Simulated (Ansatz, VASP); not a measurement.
La in VASP and in Ansatz

POSCAR

```
La
1.0
    3.7500000000      0.0000000000      0.0000000000
   -1.8750000000      3.2475952642      0.0000000000
    0.0000000000      0.0000000000      6.0700000000
La
2
Direct
    0.6666666667      0.3333333333      0.7500000000
    0.3333333333      0.6666666667      0.2500000000
```

INCAR.step1

```
  ALGO = Normal
  EDIFF = 1E-4
  ENCUT = 520
  GGA = PE
  ISMEAR = -1
  LASPH = True
  LCHARG = False
  LREAL = False
  LWAVE = True
  NBANDS = 18
  NELM = 60
  PREC = Accurate
  SIGMA = 0.05
```

File INCAR.step2:

```
  ALGO = Normal
  EDIFF = 1E-7
  ENCUT = 520
  ISIF = 2
  ISMEAR = -1
  ISTART = 1
  LASPH = True
  LCHARG = False
  LMIXTAU = True
  LREAL = False
  LWAVE = False
  METAGGA = R2SCAN
  NBANDS = 18
  NELM = 60
  PREC = Accurate
  SIGMA = 0.05
```

The input KPOINTS:

```
k-points
0
Gamma
  8 8 5
```

The input input.yaml:

```yaml
crystal:
  lattice:
    - [3.75, 0.0, 0.0]
    - [-1.875, 3.2475952642, 0.0]
    - [0.0, 0.0, 6.07]
  atoms:
    - { symbol: La, position: [0.6666666667, 0.3333333333, 0.75] }
    - { symbol: La, position: [0.3333333333, 0.6666666667, 0.25] }
hamiltonian:
  xc: r2scan
  pseudopotentials: { kind: paw }
kpoints:
  mp_grid: { grid: [8, 8, 5] }
scf:
  occupations: { method: fermi_dirac, width: 0.05 }
output:
  forces: true
  stress: true
  eigenvalues: true
  write_density: true
  write_potential: true
  elf: true
  volumetric_format: npy
```

Alike in both runs: task single point; functional r2SCAN; k mesh 8 × 8 × 5; occupations fermi-dirac, width 0.05 eV; no spin polarisation.

|  | VASP | Ansatz |
| --- | --- | --- |
| version | VASP 6.6.1 | Ansatz 0.2.0 |
| potentials or method | VASP PAW PBE potentials, release 64 (La) | Ansatz PAW |
| plane-wave cutoff (eV) | 520 | 500 |
| valence electrons in the cell | 22 | 22 |

VASP gave:

```
gap on the k mesh at the Fermi level (eV)                     : none
pressure (GPa)                                                : 0.9
traceless stress, the component that is largest in VASP (GPa) : -0.66
```

Estimate Ansatz's values.

gap on the k mesh at the Fermi level (eV): none; pressure (GPa): 0.9; traceless stress, the component that is largest in VASP (GPa): -0.63.

VASP's potentials were made for PBE, not for r2SCAN. A gap of «none» marks a metal or a gap that the smearing closes.

Neither program's run includes spin-orbit coupling. Noted on Ansatz's run: the magnetic or orbital state may not be the lowest.
